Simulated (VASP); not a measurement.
# AlAs (x) (F-43m) in VASP: single point with PBEsol

Aim: the single point of AlAs (x) with PBEsol.

Program: VASP 6.6.1. These are calculated values, not measurements. Logs are shortened: lines on timing, memory, paths and dates and some standing lists are left out, and cuts for length are marked.

### 1 The cell of the first run

Symmetry: F-43m, No. 216, cubic system. The conventional cell has a = 5.661 Å, b = 5.661 Å, c = 5.661 Å, α = 90.00°, β = 90.00°, γ = 90.00°. Within 3.2 Å of Al (site symmetry -43m) lie 4 As at 2.45 Å. Within 3.2 Å of As (site symmetry -43m) lie 4 Al at 2.45 Å.

### 2 Single point, PBEsol

INCAR

```
PREC = Accurate
ENCUT = 500
EDIFF = 1E-6
ISMEAR = 0
SIGMA = 0.01
LREAL = False
LASPH = True
NELM = 120
ALGO = Normal
ISIF = 2
LWAVE = False
LCHARG = False
GGA = PS
NBANDS = 11
GGA_COMPAT = False
```

KPOINTS

```
Automatic mesh
0
Gamma
  8 8 8
```

POSCAR

```
AlAs
1.0
    0.0000000000      2.8305000000      2.8305000000
    2.8305000000      0.0000000000      2.8305000000
    2.8305000000      2.8305000000      0.0000000000
Al As
1 1
Direct
    0.0000000000      0.0000000000      0.0000000000
    0.2500000000      0.2500000000      0.2500000000
```

Potentials or basis: VASP PAW PBE potentials, release 64 (Al, As).

Command:

```sh
$ cat potpaw_PBE.64/Al/POTCAR potpaw_PBE.64/As/POTCAR > POTCAR
$ mpirun -np 1 vasp_std > vasp.out
```

OUTCAR:

```text
PREC = Accurate
   ENCUT = 500
   EDIFF = 1E-6
   ISMEAR = 0
   LREAL = False
   LASPH = True
   NELM = 120
   ISIF = 2
   GGA = PS

 ion  position               nearest neighbor table
   1  0.000  0.000  0.000-   2 2.45   2 2.45   2 2.45   2 2.45
   2  0.250  0.250  0.250-   1 2.45   1 2.45   1 2.45   1 2.45

  LATTYP: Found a face centered cubic cell.
 ALAT       =     5.6610000000

  Lattice vectors:

 A1 = (   0.0000000000,   2.8305000000,   2.8305000000)
 A2 = (   2.8305000000,   0.0000000000,   2.8305000000)
 A3 = (   2.8305000000,   2.8305000000,   0.0000000000)

Analysis of symmetry for initial positions (statically):
[... 5 lines left out ...]
 face centered cubic supercell.

 Subroutine GETGRP returns: Found 24 space group operations
 (whereof 24 operations were pure point group operations)
 out of a pool of 48 trial point group operations.

The static configuration has the point symmetry T_d .

Analysis of symmetry for dynamics (positions and initial velocities):
[... 5 lines left out ...]
 face centered cubic supercell.

 Subroutine GETGRP returns: Found 24 space group operations
 (whereof 24 operations were pure point group operations)
 out of a pool of 48 trial point group operations.

The dynamic configuration has the point symmetry T_d .

 Subroutine INISYM returns: Found 24 space group operations
 (whereof 24 operations are pure point group operations),
 and found     1 'primitive' translations

----------------------------------------------------------------------------------------

                                     Primitive cell

  volume of cell :      45.3544

  direct lattice vectors                    reciprocal lattice vectors
     0.000000000  2.830500000  2.830500000    -0.176647235  0.176647235  0.176647235
     2.830500000  0.000000000  2.830500000     0.176647235 -0.176647235  0.176647235
     2.830500000  2.830500000  0.000000000     0.176647235  0.176647235 -0.176647235

  length of vectors
     4.002931488  4.002931488  4.002931488     0.305961987  0.305961987  0.305961987

  position of ions in fractional coordinates (direct lattice)
     0.000000000  0.000000000  0.000000000
     0.250000000  0.250000000  0.250000000

  ion indices of the primitive-cell ions
   primitive index   ion index
                 1           1
                 2           2

----------------------------------------------------------------------------------------

 KPOINTS: Automatic mesh

Automatic generation of k-mesh.
 Grid dimensions read from file:
 generate k-points for:    8    8    8

[... 65 lines left out ...]
   EDIFFG = 0.1E-04   stopping-criterion for IOM
   NSW    =      0    number of steps for IOM
   IBRION =     -1    ionic relax: 0-MD 1-quasi-New 2-CG
   NFREE  =      0    steps in history (QN), initial steepest desc. (CG)
   ISIF   =      2    stress and relaxation
   ISYM   =      2    0-nonsym 1-usesym 2-fastsym
   POTIM  = 0.5000    time-step for ionic-motion
   TEBEG  =    0.0;   TEEND  =   0.0 temperature during run
   PSTRESS=    0.0 pullay stress
   NELECT =       8.0000    total number of electrons
   NUPDOWN=      -1.0000    fix difference up-down
   EMIN   =  10.00;   EMAX   =-10.00  energy-range for DOS
   EFERMI =   0.00;   METHOD = LEGACY
   ISMEAR =     0;   SIGMA  =   0.01  broadening in eV -4-tet -1-fermi 0-gaus
   EFERMI_NEDOS =   21; number of points for ismear=-14 and -15
   IALGO  =     38    algorithm
   IMIX   =      4    mixing-type and parameters
     AMIX     =   0.40;   BMIX     =  1.00
     AMIX_MAG =   1.60;   BMIX_MAG =  1.00
  volume/ion in A,a.u.               =      22.68       153.03
  Fermi-wavevector in a.u.,A,eV,Ry     =   0.918118  1.734991 11.468895  0.842940
  Thomas-Fermi vector in A             =   2.043163
   LORBIT       =      0    0 simple, 1 ext, 2 COOP (PROOUT), +10 PAW based schemes
   GGA     = PS    functional components
   LHFCALC =     F    Hartree Fock is set to
   AEXX    =    0.0000 exact exchange contribution
   IVDW    =     0    specifies the selected vdW correction
   LEPSILON=     F    determine dielectric tensor
   LRPA    =     F    only Hartree local field effects (RPA)
 non-spin polarized calculation
 Gauss-broadening in eV      SIGMA  =   0.01
  energy-cutoff  :      500.00
  volume of cell :       45.35
 maximum number of plane-waves:      1174
 NGX is ok and might be reduce to    30
   NGX = 15   NGY = 15   NGZ = 15

 number of electron       8.0000000 magnetization

 Free energy of the ion-electron system (eV)
  ---------------------------------------------------
  ext. energy  EPLUGINS =         0.00000000
  ---------------------------------------------------
  free energy    TOTEN  =       -10.06356575 eV

  energy without entropy =      -10.06356575  energy(sigma->0) =      -10.06356575

 E-fermi :   3.9012     XC(G=0):  -9.1952

 val. band max:        3.8012162274   @ k =   0.0000   0.0000   0.0000
 cond. band min:       5.1203019350   @ k =   0.5000   0.5000   0.0000
 fundamental gap:      1.3190857076
 Fermi energy:         3.9011785457

 k-point     1 :       0.0000    0.0000    0.0000
  band No.  band energies     occupation
      1      -8.0853      2.00000
      2       3.8012      2.00000
      3       3.8012      2.00000
      4       3.8012      2.00000
      5       5.7802      0.00000
      6       8.0640      0.00000
      7       8.0640      0.00000
      8       8.0640      0.00000
      9      12.5116      0.00000
     10      12.7914      0.00000
     11      12.7914      0.00000
[... 309 lines left out ...]
 k-point    24 :      -0.3750    0.2500    0.1250
  band No.  band energies     occupation
      1      -6.3949      2.00000
      2      -1.4811      2.00000
      3       1.0848      2.00000
      4       2.2464      2.00000
      5       7.4121      0.00000
      6       7.9657      0.00000
      7      10.4443      0.00000
      8      11.3753      0.00000
      9      12.0982      0.00000
     10      14.7194      0.00000
     11      15.9993      0.00000

 [... further k-points ...]
[... 5 lines left out ...]
  --------------------------------------------------------------------------------------
  -------------------------------------------------------------------------------------
  Total        0.2293638      0.2293638      0.2293638     -0.0000000     -0.0000000     -0.0000000
  in kB        8.1024420      8.1024420      8.1024420     -0.0000000     -0.0000000     -0.0000000
  external PRESSURE =       8.1024420 kB  Pullay stress =       0.0000000 kB

 VOLUME and BASIS-vectors are now :
 -----------------------------------------------------------------------------
  energy-cutoff  :      500.00
  volume of cell :       45.35
      direct lattice vectors                 reciprocal lattice vectors
     0.000000000  2.830500000  2.830500000    -0.176647235  0.176647235  0.176647235
     2.830500000  0.000000000  2.830500000     0.176647235 -0.176647235  0.176647235
     2.830500000  2.830500000  0.000000000     0.176647235  0.176647235 -0.176647235

 POSITION                                       TOTAL-FORCE (eV/Angst)
 -----------------------------------------------------------------------------------
      0.00000      0.00000      0.00000        -0.000000      0.000000      0.000000
      1.41525      1.41525      1.41525         0.000000     -0.000000     -0.000000
 -----------------------------------------------------------------------------------
    total drift:                                0.000000      0.000000      0.000000

  FREE ENERGIE OF THE ION-ELECTRON SYSTEM (eV)
  ---------------------------------------------------
  free  energy   TOTEN  =       -10.0635657474 eV

  energy  without entropy=      -10.0635657474  energy(sigma->0) =      -10.06356575
```

stdout:

```text
POSCAR found type information on POSCAR AlAs
 POSCAR found :  2 types and       2 ions
 scaLAPACK will be used
 -----------------------------------------------------------------------------
|                                                                             |
|                                                                             |
|     You enforced a specific xc type in the INCAR file but a different       |
|     I HOPE YOU KNOW WHAT YOU ARE DOING!                                     |
|                                                                             |
 -----------------------------------------------------------------------------

 LDA part: xc-table for (Slater+PW92), standard interpolation
 POSCAR, INCAR and KPOINTS ok, starting setup
 FFT: planning ... GRIDC
 FFT: planning ... GRID_SOFT
 FFT: planning ... GRID
 WAVECAR not read
 entering main loop
```

Run time: 26 s. Hardware: 1 thread of Intel Xeon 8259CL, shared host; peak memory 0.17 GiB.

Results:

```yaml
Free_energy: -10.0636 eV
Pressure: 0.8 GPa
Band_gap_on_the_k_mesh: 1.32 eV, indirect (least direct gap 1.98 eV)
```

Caveat: the PAW data sets were made with another functional, which shifts forces and pressure a little. A k mesh can miss the band edges.
